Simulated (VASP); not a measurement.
# Mg (Fmmm) in VASP: further runs

The runs below take Mg through single point, with PBE.

Everything below comes from runs of VASP 6.6.1. Logs are shortened: lines on timing, memory, paths and dates and some standing lists are left out, and cuts for length are marked.

### 1 The cell of the first run

Symmetry: Fmmm, No. 69, orthorhombic system. The conventional cell has a = 3.546 Å, b = 4.864 Å, c = 5.165 Å, α = 90.00°, β = 90.00°, γ = 90.00°. Within 4.0 Å of Mg (site symmetry mmm) lie 14 Mg at 3.01 to 3.55 Å.

### 2 Single point, PBE (strain -0.0600 x Voigt [0, 0, 0, 0, 1, 0])

File INCAR:

```
SYSTEM = Mg
PREC     = Accurate       ! precision mode
ENCUT    = 520            ! plane-wave cutoff, eV
EDIFF    = 1E-6           ! SCF threshold, eV
ISMEAR   = 0              ! smearing method
SIGMA    = 0.15           ! smearing width, eV
LREAL    = .False.        ! projectors in reciprocal space
LASPH    = .True.         ! aspherical terms in the spheres
NELM     = 60             ! most SCF steps
ALGO     = Normal         ! electronic algorithm
ISIF     = 2              ! what is computed and relaxed
LWAVE    = .False.        ! write WAVECAR
LCHARG   = .False.        ! write CHGCAR
GGA      = PE             ! functional
NBANDS   = 7              ! bands
```

File KPOINTS:

```
regular mesh
0
Gamma
  18 18 18
  0 0 0
```

File POSCAR:

```
Mg
1.0
   -1.8259474316      1.7727644967      1.8259474316
    1.7195815618     -1.7727644967      1.7195815618
    1.8259474316      1.7727644967     -1.8259474316
Mg
1
Direct
    0.0000000000      0.0000000000      0.0000000000
```

Potentials or basis: VASP PAW PBE potentials, release 64 (Mg).

Launch:

```console
$ cat potpaw_PBE.64/Mg/POTCAR > POTCAR
$ mpirun -np 1 vasp_std > vasp.out
```

OUTCAR:

```text
SYSTEM = Mg
   PREC = Accurate
   ENCUT = 520
   EDIFF = 1E-6
   ISMEAR = 0
   LREAL = .False.
   LASPH = .True.
   NELM = 60
   ISIF = 2
   GGA = PE

 ion  position               nearest neighbor table
   1  0.000  0.000  0.000-

  LATTYP: Found a face centered orthorhombic cell.
 ALAT       =     3.5455289934
 B/A-ratio  =     1.3717871555
 C/A-ratio  =     1.4566399692

  Lattice vectors:

 A1 = (   3.5455289934,   0.0000000000,  -0.1063658698)
 A2 = (   1.8259474316,   1.7727644967,  -1.8259474316)
 A3 = (   1.7195815618,   1.7727644967,   1.7195815618)

Analysis of symmetry for initial positions (statically):
=====================================================================
 Subroutine PRICEL returns:
 Original cell was already a primitive cell.

 Routine SETGRP: Setting up the symmetry group for a
 face centered orthorhombic supercell.

 Subroutine GETGRP returns: Found  8 space group operations
 (whereof  8 operations were pure point group operations)
 out of a pool of  8 trial point group operations.

The static configuration has the point symmetry D_2h.

Analysis of symmetry for dynamics (positions and initial velocities):
=====================================================================
 Subroutine PRICEL returns:
 Original cell was already a primitive cell.

 Routine SETGRP: Setting up the symmetry group for a
 face centered orthorhombic supercell.

 Subroutine GETGRP returns: Found  8 space group operations
 (whereof  8 operations were pure point group operations)
 out of a pool of  8 trial point group operations.

The dynamic configuration has the point symmetry D_2h.

 Subroutine INISYM returns: Found  8 space group operations
 (whereof  8 operations are pure point group operations),
 and found     1 'primitive' translations

----------------------------------------------------------------------------------------

                                     Primitive cell

  volume of cell :      22.2650

  direct lattice vectors                    reciprocal lattice vectors
    -1.825947432  1.772764497  1.825947432     0.008468983  0.282045360  0.282299429
     1.719581562 -1.772764497  1.719581562     0.290768412  0.000000000  0.290768412
     1.825947432  1.772764497 -1.825947432     0.282299429  0.282045360  0.008468983

  length of vectors
     3.132229558  3.009421116  3.132229558     0.399141925  0.411208632  0.399141925

  position of ions in fractional coordinates (direct lattice)
     0.000000000  0.000000000  0.000000000

  ion indices of the primitive-cell ions
   primitive index   ion index
                 1           1

----------------------------------------------------------------------------------------

 KPOINTS: regular mesh

Automatic generation of k-mesh.
 Grid dimensions read from file:
 generate k-points for:   18   18   18

 Generating k-lattice:

  Cartesian coordinates                     Fractional coordinates (reciprocal lattice)
     0.000470499  0.015669187  0.015683302     0.055555556  0.000000000 -0.000000000
     0.016153801  0.000000000  0.016153801     0.000000000  0.055555556  0.000000000
     0.015683302  0.015669187  0.000470499    -0.000000000  0.000000000  0.055555556

  Length of vectors
     0.022174551  0.022844924  0.022174551

  Shift w.r.t. Gamma in fractional coordinates (k-lattice)
     0.000000000  0.000000000  0.000000000

 Subroutine IBZKPT returns following result:
 ===========================================

 Found    865 irreducible k-points:

 Following reciprocal coordinates:
            Coordinates               Weight
  0.000000  0.000000  0.000000      1.000000
  0.055556  0.000000  0.000000      8.000000
  0.111111  0.000000  0.000000      8.000000
  0.166667  0.000000 -0.000000      8.000000
  0.222222  0.000000 -0.000000      8.000000
  0.277778  0.000000  0.000000      8.000000
[... 16 lines left out ...]
 -0.333333  0.055556  0.000000      8.000000
 -0.277778  0.055556 -0.000000      8.000000
 [... further k-points ...]
   k-points           NKPTS =    865   k-points in BZ     NKDIM =    865   number of bands    NBANDS=      7
   number of dos      NEDOS =    301   number of ions     NIONS =      1
   total plane-waves  NPLWV =  13824
   dimension x,y,z NGX =    24 NGY =   24 NGZ =   24
   dimension x,y,z NGXF=    48 NGYF=   48 NGZF=   48
   ions per type =               1
   NGX,Y,Z   is equivalent  to a cutoff of  12.74, 13.26, 12.74 a.u.
   NGXF,Y,Z  is equivalent  to a cutoff of  25.48, 26.52, 25.48 a.u.
 SYSTEM =  Mg
   PREC   = accura    normal or accurate (medium, high low for compatibility)
   ISTART =      0    job   : 0-new  1-cont  2-samecut
   ICHARG =      2    charge: 1-file 2-atom 10-const
   ISPIN  =      1    spin polarized calculation?
   LNONCOLLINEAR =      F non collinear calculations
   LSORBIT =      F    spin-orbit coupling
   LASPH  =      T    aspherical Exc in radial PAW
   ENCUT  =  520.0 eV  38.22 Ry    6.18 a.u.   5.82  5.60  5.82*2*pi/ulx,y,z
   NELM   =     60;   NELMIN=  2; NELMDL= -5     # of ELM steps
   EDIFF  = 0.1E-05   stopping-criterion for ELM
   LREAL  =      F    real-space projection
   EDIFFG = 0.1E-04   stopping-criterion for IOM
   NSW    =      0    number of steps for IOM
   IBRION =     -1    ionic relax: 0-MD 1-quasi-New 2-CG
   NFREE  =      0    steps in history (QN), initial steepest desc. (CG)
   ISIF   =      2    stress and relaxation
   ISYM   =      2    0-nonsym 1-usesym 2-fastsym
   POTIM  = 0.5000    time-step for ionic-motion
   TEBEG  =    0.0;   TEEND  =   0.0 temperature during run
   PSTRESS=    0.0 pullay stress
   NELECT =       2.0000    total number of electrons
   NUPDOWN=      -1.0000    fix difference up-down
   EMIN   =  10.00;   EMAX   =-10.00  energy-range for DOS
   EFERMI =   0.00;   METHOD = LEGACY
   ISMEAR =     0;   SIGMA  =   0.15  broadening in eV -4-tet -1-fermi 0-gaus
   EFERMI_NEDOS =   21; number of points for ismear=-14 and -15
   IALGO  =     38    algorithm
   IMIX   =      4    mixing-type and parameters
     AMIX     =   0.40;   BMIX     =  1.00
     AMIX_MAG =   1.60;   BMIX_MAG =  1.00
  volume/ion in A,a.u.               =      22.26       150.25
  Fermi-wavevector in a.u.,A,eV,Ry     =   0.733180  1.385510  7.313858  0.537553
  Thomas-Fermi vector in A             =   1.825826
   LORBIT       =      0    0 simple, 1 ext, 2 COOP (PROOUT), +10 PAW based schemes
   GGA     = PE    functional components
   LHFCALC =     F    Hartree Fock is set to
   AEXX    =    0.0000 exact exchange contribution
   IVDW    =     0    specifies the selected vdW correction
   LEPSILON=     F    determine dielectric tensor
   LRPA    =     F    only Hartree local field effects (RPA)
 non-spin polarized calculation
 Gauss-broadening in eV      SIGMA  =   0.15
  energy-cutoff  :      520.00
  volume of cell :       22.26
 maximum number of plane-waves:       620
   NGX = 11   NGY = 11   NGZ = 11

 number of electron       2.0000000 magnetization

 Free energy of the ion-electron system (eV)
  ---------------------------------------------------
  ext. energy  EPLUGINS =         0.00000000
  ---------------------------------------------------
  free energy    TOTEN  =        -1.46938810 eV

  energy without entropy =       -1.46425047  energy(sigma->0) =       -1.46681928

 E-fermi :   2.8368     XC(G=0):  -8.5888

 val. band max:        2.8363714657   @ k =   0.2778   0.1111   0.2778
 cond. band min:       2.8384567289   @ k =   0.5000   0.2778   0.5000
 fundamental gap:      0.0020852632
 Fermi energy:         2.8367537943

 k-point     1 :       0.0000    0.0000    0.0000
  band No.  band energies     occupation
      1      -4.2659      2.00000
      2      15.6005      0.00000
      3      15.7498      0.00000
      4      16.3506      0.00000
      5      17.2753      0.00000
      6      18.1064      0.00000
      7      18.3515      0.00000

 k-point     2 :       0.0556    0.0000    0.0000
  band No.  band energies     occupation
      1      -4.1917      2.00000
      2      15.0213      0.00000
      3      15.1974      0.00000
      4      15.7684      0.00000
      5      17.3794      0.00000
      6      17.5997      0.00000
      7      17.9123      0.00000

 k-point     3 :       0.1111    0.0000    0.0000
  band No.  band energies     occupation
      1      -3.9693      2.00000
      2      13.2792      0.00000
      3      14.4330      0.00000
      4      14.9509      0.00000
      5      16.6529      0.00000
      6      17.1652      0.00000
      7      18.3834      0.00000

 k-point     4 :       0.1667    0.0000   -0.0000
  band No.  band energies     occupation
      1      -3.5999      2.00000
      2      11.3440      0.00000
      3      13.6925      0.00000
      4      14.1889      0.00000
      5      15.8851      0.00000
      6      16.6788      0.00000
      7      18.8956      0.00000

 k-point     5 :       0.2222    0.0000   -0.0000
  band No.  band energies     occupation
      1      -3.0852      2.00000
      2       9.4547      0.00000
      3      13.0329      0.00000
      4      13.5214      0.00000
      5      15.2058      0.00000
      6      16.1765      0.00000
      7      19.4627      0.00000

 k-point     6 :       0.2778    0.0000    0.0000
  band No.  band energies     occupation
      1      -2.4276      2.00000
      2       7.6585      0.00000
      3      12.4751      0.00000
      4      12.9698      0.00000
      5      14.6464      0.00000
      6      15.6972      0.00000
      7      20.0743      0.00000

 k-point     7 :       0.3333    0.0000   -0.0000
  band No.  band energies     occupation
      1      -1.6305      2.00000
      2       5.9715      0.00000
      3      12.0309      0.00000
      4      12.5410      0.00000
      5      14.2131      0.00000
      6      15.2844      0.00000
      7      20.6679      0.00000
[... 121 lines left out ...]
 k-point    20 :       0.5000    0.0556    0.0000
  band No.  band energies     occupation
      1       0.9272      2.00000
      2       2.4105      1.99994
      3      10.8909      0.00000
      4      11.8027      0.00000
      5      13.4285      0.00000
      6      15.9206      0.00000
      7      21.6379      0.00000

 k-point    21 :      -0.4444    0.0556    0.0000
  band No.  band energies     occupation
      1      -0.1619      2.00000
      2       3.7605      0.00000
      3      10.9756      0.00000
      4      11.8859      0.00000
      5      13.6001      0.00000
      6      16.0985      0.00000
      7      20.9273      0.00000

 k-point    22 :      -0.3889    0.0556    0.0000
  band No.  band energies     occupation
      1      -1.1532      2.00000
      2       5.2661      0.00000
      3      11.1967      0.00000
      4      12.0847      0.00000
      5      13.9038      0.00000
      6      16.3831      0.00000
      7      20.1466      0.00000

 k-point    23 :      -0.3333    0.0556    0.0000
  band No.  band energies     occupation
      1      -2.0139      2.00000
      2       6.8927      0.00000
      3      11.5533      0.00000
      4      12.3995      0.00000
      5      14.3333      0.00000
      6      16.7526      0.00000
      7      19.4577      0.00000

 k-point    24 :      -0.2778    0.0556   -0.0000
  band No.  band energies     occupation
      1      -2.7371      2.00000
      2       8.6288      0.00000
      3      12.0433      0.00000
      4      12.8300      0.00000
      5      14.8768      0.00000
      6      17.1525      0.00000
      7      18.9386      0.00000

 [... further k-points ...]
[... 5 lines left out ...]
  --------------------------------------------------------------------------------------
  -------------------------------------------------------------------------------------
  Total        0.1561108      0.1541932      0.1561108      0.0000000      0.0000000      0.2661383
  in kB       11.2336612     11.0956759     11.2336612      0.0000000      0.0000000     19.1511923
  external PRESSURE =      11.1876661 kB  Pullay stress =       0.0000000 kB

 VOLUME and BASIS-vectors are now :
 -----------------------------------------------------------------------------
  energy-cutoff  :      520.00
  volume of cell :       22.26
      direct lattice vectors                 reciprocal lattice vectors
    -1.825947432  1.772764497  1.825947432     0.008468983  0.282045360  0.282299429
     1.719581562 -1.772764497  1.719581562     0.290768412  0.000000000  0.290768412
     1.825947432  1.772764497 -1.825947432     0.282299429  0.282045360  0.008468983

 POSITION                                       TOTAL-FORCE (eV/Angst)
 -----------------------------------------------------------------------------------
      0.00000      0.00000      0.00000        -0.000000      0.000000      0.000000
 -----------------------------------------------------------------------------------
    total drift:                                0.000000      0.000000      0.000000

  FREE ENERGIE OF THE ION-ELECTRON SYSTEM (eV)
  ---------------------------------------------------
  free  energy   TOTEN  =        -1.4693880971 eV

  energy  without entropy=       -1.4642504692  energy(sigma->0) =       -1.46681928
```

Run time: 39 s. Hardware: 1 thread of Intel Xeon Platinum 8259CL at 2.50GHz (Skylake/Cascade Lake), shared host; peak memory 0.25 GiB.

Results:

```yaml
Free_energy: -1.4694 eV
Pressure: 1.1 GPa
Band_gap_on_the_k_mesh: zero (band 1 reaches 6.60 eV, above the bottom of band 2 at 1.48 eV)
```

Stress tensor (GPa, compression positive):
```
1.12 0.00 1.92
0.00 1.11 0.00
1.92 0.00 1.12
```

Caveat: the cell differs from its parent crystal (strain -0.0600 x Voigt [0, 0, 0, 0, 1, 0]).

### 3 Single point, PBE (strain +0.0150 x Voigt [0, 0, 0, 0, 1, 0])

File INCAR:

```
ALGO = Normal
EDIFF = 1E-6
ENCUT = 520
GGA = PE
ISIF = 2
ISMEAR = 0
LASPH = T
LCHARG = F
LREAL = F
LWAVE = F
NBANDS = 7
NELM = 100
PREC = Accurate
SIGMA = 0.15
```

File KPOINTS:

```
k-points
0
Gamma
  18 18 18
```

File POSCAR:

```
Mg
1.0
   -1.7594687630      1.7727644967      1.7594687630
    1.7860602304     -1.7727644967      1.7860602304
    1.7594687630      1.7727644967     -1.7594687630
Mg
1
Direct
    0.0000000000      0.0000000000      0.0000000000
```

Potentials or basis: VASP PAW PBE potentials, release 64 (Mg).

Launch:

```console
$ cat potpaw_PBE.64/Mg/POTCAR > POTCAR
$ mpirun -np 1 vasp_std > vasp.out
```

OUTCAR:

```text
EDIFF = 1E-6
   ENCUT = 520
   GGA = PE
   ISIF = 2
   ISMEAR = 0
   LASPH = T
   LREAL = F
   NELM = 100
   PREC = Accurate

 ion  position               nearest neighbor table
   1  0.000  0.000  0.000-

  LATTYP: Found a face centered orthorhombic cell.
 ALAT       =     3.5455289934
 B/A-ratio  =     1.4036069607
 C/A-ratio  =     1.4248201641

  Lattice vectors:

 A1 = (  -0.0265914674,   0.0000000000,  -3.5455289934)
 A2 = (  -1.7860602304,   1.7727644967,  -1.7860602304)
 A3 = (   1.7594687630,   1.7727644967,  -1.7594687630)

Analysis of symmetry for initial positions (statically):
[... 410 lines left out ...]
      1      -2.7175      2.00000
      2       8.5626      0.00000
      3      11.9728      0.00000
      4      13.5393      0.00000
      5      14.9777      0.00000
      6      16.2643      0.00000
      7      18.9123      0.00000

 [... further k-points ...]
[... 5 lines left out ...]
  --------------------------------------------------------------------------------------
  -------------------------------------------------------------------------------------
  Total        0.1294342      0.1350352      0.1294342     -0.0000000      0.0000000     -0.0826770
  in kB        9.3061693      9.7088739      9.3061693     -0.0000000      0.0000000     -5.9443784
  external PRESSURE =       9.4404042 kB  Pullay stress =       0.0000000 kB

 VOLUME and BASIS-vectors are now :
 -----------------------------------------------------------------------------
  energy-cutoff  :      520.00
  volume of cell :       22.28
      direct lattice vectors                 reciprocal lattice vectors
    -1.759468763  1.772764497  1.759468763    -0.002115459  0.282045360  0.282061226
     1.786060230 -1.772764497  1.786060230     0.279945766  0.000000000  0.279945766
     1.759468763  1.772764497 -1.759468763     0.282061226  0.282045360 -0.002115459

 POSITION                                       TOTAL-FORCE (eV/Angst)
 -----------------------------------------------------------------------------------
      0.00000      0.00000      0.00000         0.000000      0.000000      0.000000
 -----------------------------------------------------------------------------------
    total drift:                                0.000000     -0.000000     -0.000000

  FREE ENERGIE OF THE ION-ELECTRON SYSTEM (eV)
  ---------------------------------------------------
  free  energy   TOTEN  =        -1.4776995754 eV

  energy  without entropy=       -1.4734737059  energy(sigma->0) =       -1.47558664
```

Run time: 42 s. Hardware: 1 thread of Intel Xeon Platinum 8259CL at 2.50GHz (Skylake/Cascade Lake), shared host; peak memory 0.25 GiB.

What came out:

```yaml
Free_energy: -1.4777 eV
Pressure: 0.9 GPa
Band_gap_on_the_k_mesh: zero (band 1 reaches 6.71 eV, above the bottom of band 2 at 1.79 eV)
```

Caveat: the cell differs from its parent crystal (strain +0.0150 x Voigt [0, 0, 0, 0, 1, 0]).

### 4 Single point, PBE (strain +0.0525 x Voigt [0, 0, 0, 0, 1, 0])

File INCAR:

```
  PREC = Accurate
  ENCUT = 520
  EDIFF = 1E-6
  ISMEAR = 0
  SIGMA = 0.15
  LREAL = F
  LASPH = T
  NELM = 80
  ALGO = Normal
  ISIF = 2
  LWAVE = F
  LCHARG = F
  GGA = PE
  NBANDS = 7
```

File KPOINTS:

```
regular mesh
0
Gamma
  18 18 18
```

File POSCAR:

```
Mg
1.0
   -1.7262294287      1.7727644967      1.7262294287
    1.8192995647     -1.7727644967      1.8192995647
    1.7262294287      1.7727644967     -1.7262294287
Mg
1
Direct
    0.0000000000      0.0000000000      0.0000000000
```

Launch:

```console
$ cat potpaw_PBE.64/Mg/POTCAR > POTCAR
$ mpirun -np 1 vasp_std > vasp.out
```

Run time: 42 s. Hardware: 1 thread of Intel Xeon Platinum 8259CL at 2.50GHz (Skylake/Cascade Lake), shared host; peak memory 0.26 GiB.

It converged, with:

- Free energy: -1.4713 eV
- Pressure: 1.1 GPa
- Band gap on the k mesh: zero (band 1 reaches 6.62 eV, above the bottom of band 2 at 1.53 eV)

Stress tensor (GPa, compression positive):
```
 1.07  0.00 -1.72
 0.00  1.08  0.00
-1.72  0.00  1.07
```

Levels at points of the mesh, in eV from the Fermi level:
```csv
k point,band 1,band 2,band 3,band 4,band 5
"(0.00, 0.00, 0.00)",-7.10,12.85,12.95,13.47,14.59
"(0.50, 0.00, 0.00)",-1.55,-0.93,8.63,9.22,10.74
"(0.00, 0.50, 0.00)",-1.77,-1.30,8.86,9.95,10.62
"(0.50, 0.00, 0.50)",-1.32,-0.55,8.57,9.14,10.14
"(0.50, 0.50, 0.50)",3.78,3.92,3.99,4.01,4.10
```

Caveat: the cell differs from its parent crystal (strain +0.0525 x Voigt [0, 0, 0, 0, 1, 0]).

(Part 1 of 2 ends here.)
